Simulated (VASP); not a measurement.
Write the native input for VASP 6.6.1 that does the following.

```yaml
Task: single point
Functional: PBE
Potentials_or_basis: VASP PAW PBE potentials, release 64 (Ni)
Cutoff: 520 eV
k_mesh: 15 × 10 × 1
Occupations: fermi-dirac, width 0.05 eV
Spin: collinear spin, ferromagnetic start
Starting_moments: "[1.0, 1.0, 1.0] μB"
Dipole_correction: yes
Electric_field_eV/Å: -0.2 eV/Å
Further_INCAR_settings: ALGO = Normal; EDIFF = 1e-06; NBANDS = 26; NELMDL = -8; EFIELD = -0.2
```

The structure of Ni lies in POSCAR:

```
Ni
1.0
    2.4880368655      0.0000000000      0.0000000000
    0.0000000000      3.5186154789      0.0000000000
    0.0000000000      0.0000000000     18.4880000000
Ni
3
Direct
    0.0000000000      0.0000000000      0.4376885799
    0.5000000000      0.5000000000      0.5000000073
    0.0000000000      0.0000000000      0.5623114128
```

The input as run:

INCAR

```
PREC = Accurate
ENCUT = 520
EDIFF = 1E-6
ISMEAR = -1
SIGMA = 0.05
LREAL = F
LASPH = T
NELM = 200
ALGO = Normal
ISIF = 2
LWAVE = F
LCHARG = T
ISPIN = 2
MAGMOM = 1 1 1
LORBIT = 11
LMAXMIX = 4
LDIPOL = T
IDIPOL = 3
DIPOL = 0.5 0.5 0.500
GGA = PE
LELF = T
LVHAR = T
LVACPOTAV = T
NBANDS = 26
EFIELD = -0.2
GGA_COMPAT = F
NELMDL = -8
```

KPOINTS

```
regular mesh
0
Gamma
  15 10 1
```

Potentials or basis: VASP PAW PBE potentials, release 64 (Ni).

The run is started by

```console
$ cat potpaw_PBE.64/Ni/POTCAR > POTCAR
$ mpirun -np 1 vasp_std > vasp.out
```

It gave:

```yaml
Largest_force: 0.011 eV/Å
Net_moment: 2.30 μB per cell
Site_moments: Ni +0.80, +0.66, +0.81 μB
Valence_electrons_inside_the_program's_atomic_spheres: Ni 9.14, 9.28 (each value once)
```

Run time: 23 min on 1 thread of Intel Xeon 8259CL, with other jobs on the host, peak memory 0.5 GiB.
